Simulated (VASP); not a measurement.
Pt: single point with r2SCAN

The system is Pt.

```xyz
1
Lattice="-1.5842 1.5842 1.5842 1.5842 -1.5842 1.5842 1.5842 1.5842 -1.5842" Properties=species:S:1:pos:R:3 pbc="T T T"
Pt    0.0000    0.0000    0.0000
```

```json
{"Program": "VASP 6.6.1", "Task": "single point", "Functional": "r2SCAN", "Potentials or basis": "VASP PAW PBE potentials, release 64 (Pt)", "Cutoff": "520 eV", "k mesh": "13 × 13 × 13", "Occupations": "fermi-dirac, width 0.08 eV", "Spin": "collinear spin, ferromagnetic start", "Starting moments": "[0.6] μB"}
```

* Pressure: -5.8 GPa
* Band gap on the k mesh: zero (filled and empty bands overlap)
* Net moment: 0.00 μB per cell
* Valence electrons inside the program's atomic spheres: Pt 9.19

Levels at points of the mesh, in eV from the Fermi level:
Spin up:
```csv
k point,band 3,band 4,band 5,band 6,band 7,band 8
"(0.00, 0.00, 0.00)",-3.64,-3.64,-1.16,-1.16,18.02,18.02
```
Spin down:
```
           k point  band 1  band 2  band 3  band 4  band 5  band 6  band 7  band 8  band 9  band 10
(0.00, 0.00, 0.00)   -9.73   -3.64   -3.64   -3.64   -1.16   -1.16   18.02   18.02   18.02    28.35
```

Wall time 71 s on 1 thread of AMD EPYC 9R45 (Zen 5), with other jobs on the host, peak memory 0.12 GiB.

Caveat: the PAW data sets were made with another functional, which shifts forces and pressure a little; spin-orbit coupling is left out, which moves the levels of the heavy elements.
